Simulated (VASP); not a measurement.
Wanted: the native input for a VASP 6.6.1 run.

- Task: single point
- Functional: PBE
- Potentials or basis: VASP PAW PBE potentials, release 64 (Zr_sv, Hf_pv, S)
- Cutoff: 520 eV
- k mesh: 6 × 6 × 2
- Occupations: gaussian, width 0.2 eV
- Spin: no spin polarisation
- Dipole correction: no
- Further INCAR settings: ALGO = Normal; EDIFF = 1e-06; NBANDS = 51

The structure of HfZrS3 lies in POSCAR:

```
HfZrS3
1.0
    4.1167571541      0.0000000000      0.0000000000
    0.0000000000      4.1167571541      0.0000000000
    0.0000000000      0.0000000000     12.1676020660
Zr Hf S
2 2 6
Direct
    0.0000000000      0.0000000000      0.2385676535
    0.0000000000      0.0000000000      0.7385676535
    0.0000000000      0.0000000000      0.4958786694
    1.0000000000      0.0000000000      0.9958786694
    0.5000000000      0.0000000000      0.1132488446
    0.5000000000      0.0000000000      0.6132488446
    0.0000000000      0.5000000000      0.1132488446
    0.0000000000      0.5000000000      0.6132488446
    0.5000000000      0.5000000000      0.3626678528
    0.5000000000      0.5000000000      0.8626678528
```

These files were run (other wordings do the same):

INCAR

```
  PREC = Accurate
  ENCUT = 520
  EDIFF = 1E-6
  ISMEAR = 0
  SIGMA = 0.2
  LREAL = False
  LASPH = True
  NELM = 80
  ALGO = Normal
  ISIF = 2
  LWAVE = False
  LCHARG = True
  GGA = PE
  LELF = True
  LVHAR = True
  NBANDS = 51
```

KPOINTS

```
regular mesh
0
Gamma
  6 6 2
```

Potentials or basis: VASP PAW PBE potentials, release 64 (Zr_sv, Hf_pv, S).

Run with:

```bash
$ cat potpaw_PBE.64/Zr_sv/POTCAR potpaw_PBE.64/Hf_pv/POTCAR potpaw_PBE.64/S/POTCAR > POTCAR
$ mpirun -np 1 vasp_std > vasp.out
```

Results of the run:

| Property | Result |
| --- | --- |
| Pressure | -0.4 GPa |
| Largest force | 0.110 eV/Å |
| Band gap on the k mesh | zero (bands 40 and 41 overlap by 1.23 eV) |

Caveat: spin-orbit coupling is left out, which moves the levels of the heavy elements.

Wall time 110 s on 1 thread of AMD EPYC 9R45 96-Core Processor (Zen 5), on a shared host, peak memory 0.37 GiB.
